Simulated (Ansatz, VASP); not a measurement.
Two plane-wave programs on H6C3O

```
O C H
1.0
     7.54199    0.00000    0.00000
     0.00000    7.54199    0.00000
     0.00000    0.00000    7.54199
O C H
3 9 18
Direct
  0.96346 0.93255 0.72839
  0.22786 0.42761 0.23347
  0.77639 0.65641 0.19321
  0.03976 0.84830 0.61470
  0.25335 0.27066 0.20907
  0.79081 0.64126 0.03374
  0.68349 0.20478 0.48858
  0.69933 0.19061 0.31298
  0.47231 0.73205 0.70710
  0.49744 0.70211 0.53466
  0.08842 0.36267 0.81143
  0.15832 0.34178 0.65031
  0.12976 0.91249 0.51675
  0.02567 0.70144 0.60102
  0.29086 0.17832 0.31840
  0.24390 0.21218 0.07332
  0.85541 0.74437 0.94935
  0.73719 0.52307 0.96194
  0.68404 0.33409 0.55354
  0.67064 0.08849 0.57346
  0.71321 0.30848 0.23020
  0.70048 0.06162 0.24736
  0.56255 0.81581 0.78308
  0.36087 0.67443 0.77926
  0.61104 0.75683 0.46376
  0.40676 0.62024 0.45686
  0.96256 0.30049 0.84661
  0.15228 0.44349 0.91338
  0.08979 0.26492 0.54871
  0.28449 0.40106 0.61299
```

Alike in both runs: functional PBE; dispersion D3(BJ); k mesh 1 × 1 × 1; occupations fermi-dirac, width 0.02 eV; no spin polarisation.

Ansatz relaxed the structure, and its values are those at the end. VASP's run is a single point on that final structure, the one shown.

|  | VASP | Ansatz |
| --- | --- | --- |
| version | VASP 6.6.1 | Ansatz 0.2.0 |
| potentials or method | VASP PAW PBE potentials, release 64 (O, C, H), cutoff 520 eV | scalar-relativistic, plane waves, PAW |
| valence electrons in the cell | 72 | 72 |

Ansatz gave:

- rms of the force components (eV/Å): 0.044

**Question.** Estimate VASP's values.

**Answer.** rms of the force components (eV/Å): 0.128.

One of these differences is far larger than is usual between the two programs; its cause wasn't traced.

Noted on VASP's run: the standard files for N, O and F lose accuracy on very short bonds.
